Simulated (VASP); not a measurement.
# NaH (P6_3/mmc) in VASP: a series of runs

The runs below take NaH through single point, with PBE.

All numbers are computed with VASP 6.6.1; they aren't measurements. Logs are shortened: lines on timing, memory, paths and dates and some standing lists are left out, and cuts for length are marked.

### Step 1. The cell of the first run

The structure is hexagonal, space group P6_3/mmc (No. 194). The conventional cell has a = 3.319 Å, b = 3.319 Å, c = 5.831 Å, α = 90.00°, β = 90.00°, γ = 120.00°. Within 3.2 Å of Na (site symmetry -3m) lie 6 H at 2.41 Å and 2 Na at 2.92 Å. H (site symmetry -6m2) has 6 Na at 2.41 Å within 3.2 Å.

### Step 2. Single point, PBE

INCAR reads:

```
SYSTEM = NaH
PREC = Accurate
ENCUT = 520
EDIFF = 1E-6
ISMEAR = 0
SIGMA = 0.01
LREAL = .FALSE.
LASPH = .TRUE.
NELM = 60
ALGO = Normal
ISIF = 2
LWAVE = .FALSE.
LCHARG = .FALSE.
GGA = PE
NBANDS = 16
```

KPOINTS reads:

```
Automatic mesh
0
G
  6 6 2
  0 0 0
```

POSCAR reads:

```
NaH
1.0
    3.3191587684      0.0000000000      0.0000000000
   -1.6595793842      2.8744758126      0.0000000000
    0.0000000000      0.0000000000      5.8309537807
Na H
2 2
Direct
    0.0000000000      0.0000000000      0.0000000000
    0.0000000000      0.0000000000      0.5000000000
    0.3333333333      0.6666666667      0.2500000000
    0.6666666667      0.3333333333      0.7500000000
```

Potentials or basis: VASP PAW PBE potentials, release 64 (Na_pv, H).

Command:

```sh
> cat potpaw_PBE.64/Na_pv/POTCAR potpaw_PBE.64/H/POTCAR > POTCAR
> mpirun -np 1 vasp_std > vasp.out
```

OUTCAR:

```text
SYSTEM = NaH
   PREC = Accurate
   ENCUT = 520
   EDIFF = 1E-6
   ISMEAR = 0
   LREAL = .FALSE.
   LASPH = .TRUE.
   NELM = 60
   ISIF = 2
   GGA = PE

 ion  position               nearest neighbor table
   1  0.000  0.000  0.000-
   2  0.000  0.000  0.500-
   3  0.333  0.667  0.250-
   4  0.667  0.333  0.750-

  LATTYP: Found a hexagonal cell.
 ALAT       =     3.3191587684
 C/A-ratio  =     1.7567565120

  Lattice vectors:

 A1 = (   3.3191587684,   0.0000000000,   0.0000000000)
 A2 = (  -1.6595793842,   2.8744758126,   0.0000000000)
 A3 = (   0.0000000000,   0.0000000000,   5.8309537807)

Analysis of symmetry for initial positions (statically):
=====================================================================
 Subroutine PRICEL returns:
 Original cell was already a primitive cell.

 Routine SETGRP: Setting up the symmetry group for a
 hexagonal supercell.

 Subroutine GETGRP returns: Found 24 space group operations
 (whereof 12 operations were pure point group operations)
 out of a pool of 24 trial point group operations.

The static configuration has the point symmetry D_3d.
 The point group associated with its full space group is D_6h.

Analysis of symmetry for dynamics (positions and initial velocities):
=====================================================================
 Subroutine PRICEL returns:
 Original cell was already a primitive cell.

 Routine SETGRP: Setting up the symmetry group for a
 hexagonal supercell.

 Subroutine GETGRP returns: Found 24 space group operations
 (whereof 12 operations were pure point group operations)
 out of a pool of 24 trial point group operations.

The dynamic configuration has the point symmetry D_3d.
 The point group associated with its full space group is D_6h.

 Subroutine INISYM returns: Found 24 space group operations
 (whereof 12 operations are pure point group operations),
 and found     1 'primitive' translations

----------------------------------------------------------------------------------------

                                     Primitive cell

  volume of cell :      55.6322

  direct lattice vectors                    reciprocal lattice vectors
     3.319158768  0.000000000  0.000000000     0.301281159  0.173944758  0.000000000
    -1.659579384  2.874475813  0.000000000     0.000000000  0.347889516  0.000000000
     0.000000000  0.000000000  5.830953781     0.000000000  0.000000000  0.171498530

  length of vectors
     3.319158768  3.319158768  5.830953781     0.347889516  0.347889516  0.171498530

  position of ions in fractional coordinates (direct lattice)
     0.000000000  0.000000000  0.000000000
     0.000000000  0.000000000  0.500000000
     0.333333333  0.666666667  0.250000000
     0.666666667  0.333333333  0.750000000

  ion indices of the primitive-cell ions
   primitive index   ion index
                 1           1
                 2           2
                 3           3
                 4           4

----------------------------------------------------------------------------------------

 KPOINTS: Automatic mesh

Automatic generation of k-mesh.
 Grid dimensions read from file:
 generate k-points for:    6    6    2

 Generating k-lattice:

  Cartesian coordinates                     Fractional coordinates (reciprocal lattice)
     0.050213526  0.028990793  0.000000000     0.166666667 -0.000000000  0.000000000
     0.000000000  0.057981586  0.000000000     0.000000000  0.166666667  0.000000000
     0.000000000  0.000000000  0.085749265     0.000000000  0.000000000  0.500000000

  Length of vectors
     0.057981586  0.057981586  0.085749265

  Shift w.r.t. Gamma in fractional coordinates (k-lattice)
     0.000000000  0.000000000  0.000000000

 Subroutine IBZKPT returns following result:
 ===========================================

 Found     14 irreducible k-points:

 Following reciprocal coordinates:
            Coordinates               Weight
  0.000000  0.000000  0.000000      1.000000
  0.166667  0.000000  0.000000      6.000000
  0.333333  0.000000  0.000000      6.000000
  0.500000  0.000000  0.000000      3.000000
  0.166667  0.166667  0.000000      6.000000
  0.333333  0.166667  0.000000     12.000000
  0.333333  0.333333  0.000000      2.000000
  0.000000  0.000000  0.500000      1.000000
  0.166667  0.000000  0.500000      6.000000
  0.333333  0.000000  0.500000      6.000000
  0.500000  0.000000  0.500000      3.000000
  0.166667  0.166667  0.500000      6.000000
  0.333333  0.166667  0.500000     12.000000
  0.333333  0.333333  0.500000      2.000000
   k-points           NKPTS =     14   k-points in BZ     NKDIM =     14   number of bands    NBANDS=     16
   number of dos      NEDOS =    301   number of ions     NIONS =      4
   total plane-waves  NPLWV =  37632
   dimension x,y,z NGX =    28 NGY =   28 NGZ =   48
   dimension x,y,z NGXF=    56 NGYF=   56 NGZF=   96
   ions per type =               2   2
   NGX,Y,Z   is equivalent  to a cutoff of  14.02, 14.02, 13.69 a.u.
   NGXF,Y,Z  is equivalent  to a cutoff of  28.05, 28.05, 27.37 a.u.
 SYSTEM =  NaH
   PREC   = accura    normal or accurate (medium, high low for compatibility)
   ISTART =      0    job   : 0-new  1-cont  2-samecut
   ICHARG =      2    charge: 1-file 2-atom 10-const
   ISPIN  =      1    spin polarized calculation?
   LNONCOLLINEAR =      F non collinear calculations
   LSORBIT =      F    spin-orbit coupling
   LASPH  =      T    aspherical Exc in radial PAW
   ENCUT  =  520.0 eV  38.22 Ry    6.18 a.u.   6.17  6.17 10.84*2*pi/ulx,y,z
   NELM   =     60;   NELMIN=  2; NELMDL= -5     # of ELM steps
   EDIFF  = 0.1E-05   stopping-criterion for ELM
   LREAL  =      F    real-space projection
   EDIFFG = 0.1E-04   stopping-criterion for IOM
   NSW    =      0    number of steps for IOM
   IBRION =     -1    ionic relax: 0-MD 1-quasi-New 2-CG
   NFREE  =      0    steps in history (QN), initial steepest desc. (CG)
   ISIF   =      2    stress and relaxation
   ISYM   =      2    0-nonsym 1-usesym 2-fastsym
   POTIM  = 0.5000    time-step for ionic-motion
   TEBEG  =    0.0;   TEEND  =   0.0 temperature during run
   PSTRESS=    0.0 pullay stress
   NELECT =      16.0000    total number of electrons
   NUPDOWN=      -1.0000    fix difference up-down
   EMIN   =  10.00;   EMAX   =-10.00  energy-range for DOS
   EFERMI =   0.00;   METHOD = LEGACY
   ISMEAR =     0;   SIGMA  =   0.01  broadening in eV -4-tet -1-fermi 0-gaus
   EFERMI_NEDOS =   21; number of points for ismear=-14 and -15
   IALGO  =     38    algorithm
   IMIX   =      4    mixing-type and parameters
     AMIX     =   0.40;   BMIX     =  1.00
     AMIX_MAG =   1.60;   BMIX_MAG =  1.00
  volume/ion in A,a.u.               =      13.91        93.86
  Fermi-wavevector in a.u.,A,eV,Ry     =   1.080619  2.042074 15.888042  1.167738
  Thomas-Fermi vector in A             =   2.216615
   LORBIT       =      0    0 simple, 1 ext, 2 COOP (PROOUT), +10 PAW based schemes
   GGA     = PE    functional components
   LHFCALC =     F    Hartree Fock is set to
   AEXX    =    0.0000 exact exchange contribution
   IVDW    =     0    specifies the selected vdW correction
   LEPSILON=     F    determine dielectric tensor
   LRPA    =     F    only Hartree local field effects (RPA)
 non-spin polarized calculation
 Gauss-broadening in eV      SIGMA  =   0.01
  energy-cutoff  :      520.00
  volume of cell :       55.63
 maximum number of plane-waves:      1521
 NGX is ok and might be reduce to    28
   NGX = 13   NGY = 13   NGZ = 21

 number of electron      16.0000008 magnetization

 Free energy of the ion-electron system (eV)
  ---------------------------------------------------
  ext. energy  EPLUGINS =         0.00000000
  ---------------------------------------------------
  free energy    TOTEN  =        -9.98759535 eV

  energy without entropy =       -9.98759535  energy(sigma->0) =       -9.98759535

 E-fermi :  -1.0455     XC(G=0):  -7.8103

 val. band max:       -1.0928242842   @ k =   0.3333   0.1667   0.0000
 cond. band min:       2.3501240369   @ k =   0.0000   0.0000   0.0000
 fundamental gap:      3.4429483212
 Fermi energy:        -1.0454759188

 k-point     1 :       0.0000    0.0000    0.0000
  band No.  band energies     occupation
      1     -23.4525      2.00000
      2     -23.2950      2.00000
      3     -23.2950      2.00000
      4     -23.2758      2.00000
      5     -23.2758      2.00000
      6     -23.2553      2.00000
[... 8 lines left out ...]
     15      14.0500      0.00000
     16      15.1774      0.00000

 k-point     2 :       0.1667    0.0000    0.0000
  band No.  band energies     occupation
      1     -23.4469      2.00000
      2     -23.3193      2.00000
      3     -23.3004      2.00000
      4     -23.2967      2.00000
      5     -23.2806      2.00000
      6     -23.2531      2.00000
[... 8 lines left out ...]
     15      13.5299      0.00000
     16      14.5645      0.00000

 k-point     3 :       0.3333    0.0000    0.0000
  band No.  band energies     occupation
      1     -23.4357      2.00000
      2     -23.3671      2.00000
      3     -23.3382      2.00000
      4     -23.3110      2.00000
      5     -23.2903      2.00000
      6     -23.2486      2.00000
[... 8 lines left out ...]
     15      11.6111      0.00000
     16      13.1322      0.00000

 k-point     4 :       0.5000    0.0000    0.0000
  band No.  band energies     occupation
      1     -23.4301      2.00000
      2     -23.3908      2.00000
      3     -23.3588      2.00000
      4     -23.3163      2.00000
      5     -23.2951      2.00000
      6     -23.2463      2.00000
[... 8 lines left out ...]
     15      11.2051      0.00000
     16      12.6458      0.00000
[... 134 lines left out ...]
 k-point    12 :       0.1667    0.1667    0.5000
  band No.  band energies     occupation
      1     -23.3465      2.00000
      2     -23.3465      2.00000
      3     -23.3356      2.00000
      4     -23.3356      2.00000
      5     -23.3024      2.00000
      6     -23.3024      2.00000
[... 8 lines left out ...]
     15      14.3703      0.00000
     16      14.3703      0.00000

 k-point    13 :       0.3333    0.1667    0.5000
  band No.  band energies     occupation
      1     -23.3633      2.00000
      2     -23.3633      2.00000
      3     -23.3387      2.00000
      4     -23.3387      2.00000
      5     -23.3174      2.00000
      6     -23.3174      2.00000
[... 8 lines left out ...]
     15      12.3070      0.00000
     16      12.3070      0.00000

 k-point    14 :       0.3333    0.3333    0.5000
  band No.  band energies     occupation
      1     -23.3479      2.00000
      2     -23.3479      2.00000
      3     -23.3463      2.00000
      4     -23.3463      2.00000
      5     -23.3369      2.00000
      6     -23.3369      2.00000
[... 8 lines left out ...]
     15      11.4647      0.00000
     16      11.4647      0.00000

------------------------ aborting loop because EDIFF is reached ----------------------------------------

  FORCE on cell =-STRESS in cart. coord.  units (eV):
  Direction    XX          YY          ZZ          XY          YZ          ZX
  --------------------------------------------------------------------------------------
  -------------------------------------------------------------------------------------
  Total        0.1693675      0.1693675      0.2653728      0.0000000     -0.0000000      0.0000000
  in kB        4.8776909      4.8776909      7.6425915      0.0000000     -0.0000000      0.0000000
  external PRESSURE =       5.7993244 kB  Pullay stress =       0.0000000 kB

 VOLUME and BASIS-vectors are now :
 -----------------------------------------------------------------------------
  energy-cutoff  :      520.00
  volume of cell :       55.63
      direct lattice vectors                 reciprocal lattice vectors
     3.319158768  0.000000000  0.000000000     0.301281159  0.173944758  0.000000000
    -1.659579384  2.874475813  0.000000000     0.000000000  0.347889516  0.000000000
     0.000000000  0.000000000  5.830953781     0.000000000  0.000000000  0.171498530

 POSITION                                       TOTAL-FORCE (eV/Angst)
 -----------------------------------------------------------------------------------
      0.00000      0.00000      0.00000        -0.000000     -0.000000      0.000000
      0.00000      0.00000      2.91548        -0.000000     -0.000000      0.000000
     -0.00000      1.91632      1.45774         0.000000      0.000000     -0.000000
      1.65958      0.95816      4.37322         0.000000      0.000000      0.000000
 -----------------------------------------------------------------------------------
    total drift:                               -0.000000     -0.000000      0.000000

  FREE ENERGIE OF THE ION-ELECTRON SYSTEM (eV)
  ---------------------------------------------------
  free  energy   TOTEN  =        -9.9875953456 eV

  energy  without entropy=       -9.9875953456  energy(sigma->0) =       -9.98759535
```

Run time: 10 s. Hardware: 1 thread of Intel Xeon Platinum 8488C (Sapphire Rapids), shared host; peak memory 0.17 GiB.

What came out:

```yaml
Free_energy: -9.9876 eV
Pressure: 0.6 GPa
Band_gap_on_the_k_mesh: 3.44 eV, indirect (least direct gap 4.57 eV)
```

Levels at points of the mesh, in eV from the valence-band top:
```tsv
k point	band 5	band 6	band 7	band 8	band 9	band 10	band 11	band 12
(0.00, 0.00, 0.00)	-22.18	-22.16	-3.61	-1.12	3.44	10.47	11.49	13.93
(0.50, 0.00, 0.00)	-22.20	-22.15	-0.75	-0.20	4.45	5.96	7.12	8.69
(0.00, 0.00, 0.50)	-22.19	-22.19	-2.67	-2.67	6.67	6.67	12.08	12.08
(0.50, 0.00, 0.50)	-22.21	-22.21	-0.43	-0.43	4.40	4.40	9.85	9.85
```

Caveat: the k points lie up to 0.54 Å⁻¹ apart. A k mesh can miss the band edges.

### Step 3. Single point, PBE

INCAR reads:

```
PREC = Accurate
ENCUT = 520
EDIFF = 1E-6
ISMEAR = 0
SIGMA = 0.01
LREAL = False
LASPH = True
NELM = 100
ALGO = Normal
ISIF = 2
LWAVE = False
LCHARG = False
GGA = PE
NBANDS = 16
```

KPOINTS reads:

```
Automatic mesh
0
Gamma
  6 6 2
```

POSCAR is that of step 2.

Potentials or basis: VASP PAW PBE potentials, release 64 (Na_pv, H).

Command:

```sh
> cat potpaw_PBE.64/Na_pv/POTCAR potpaw_PBE.64/H/POTCAR > POTCAR
> mpirun -np 1 vasp_std > vasp.out
```

It took 11 s on 1 thread of Intel Xeon Platinum 8488C (Sapphire Rapids), shared host; peak memory 0.18 GiB.

It converged, with:

* Free energy: -9.9876 eV
* Pressure: 0.6 GPa
* Band gap on the k mesh: 3.44 eV, indirect (least direct gap 4.57 eV)

Stress tensor (GPa, compression positive):
```
0.49 0.00 0.00
0.00 0.49 0.00
0.00 0.00 0.76
```

Levels at points of the mesh, in eV from the valence-band top:
```tsv
k point	band 4	band 5	band 6	band 7	band 8	band 9	band 10	band 11	band 12	band 13
(0.00, 0.00, 0.00)	-22.18	-22.18	-22.16	-3.61	-1.12	3.44	10.47	11.49	13.93	14.07
(0.50, 0.00, 0.00)	-22.22	-22.20	-22.15	-0.75	-0.20	4.45	5.96	7.12	8.69	11.09
(0.00, 0.00, 0.50)	-22.19	-22.19	-22.19	-2.67	-2.67	6.67	6.67	12.08	12.08	15.10
(0.50, 0.00, 0.50)	-22.25	-22.21	-22.21	-0.43	-0.43	4.40	4.40	9.85	9.85	11.95
```

Caveat: the k points lie up to 0.54 Å⁻¹ apart.
